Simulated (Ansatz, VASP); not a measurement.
**Rh: VASP beside Ansatz**

```
CELL_PARAMETERS angstrom
2.80195 0.00000 0.00000
-1.40097 2.42656 0.00000
0.00000 0.00000 4.54357
ATOMIC_POSITIONS crystal
Rh 0.66667 0.33333 0.75000
Rh 0.33333 0.66667 0.25000
```

Alike in both runs: task single point; functional PBE; k mesh 10 × 10 × 5; occupations fermi-dirac, width 0.1 eV; no spin polarisation.

|  | VASP | Ansatz |
| --- | --- | --- |
| version | VASP 6.6.1 | Ansatz 0.2.0 |
| potentials or method | VASP PAW PBE potentials, release 64 (Rh_pv), cutoff 520 eV | plane waves, PAW |
| valence electrons in the cell | 30 | 34 |

```tsv
	VASP	Ansatz	Ansatz less VASP
pressure (GPa)	-17.7	-17.7	-0.05
traceless stress, the component that is largest in VASP (GPa)	-0.38	-0.38	-0.005
```

VASP's potentials hold 30 valence electrons a cell and Ansatz's 34, so a difference there can come from the potentials and not from the codes.
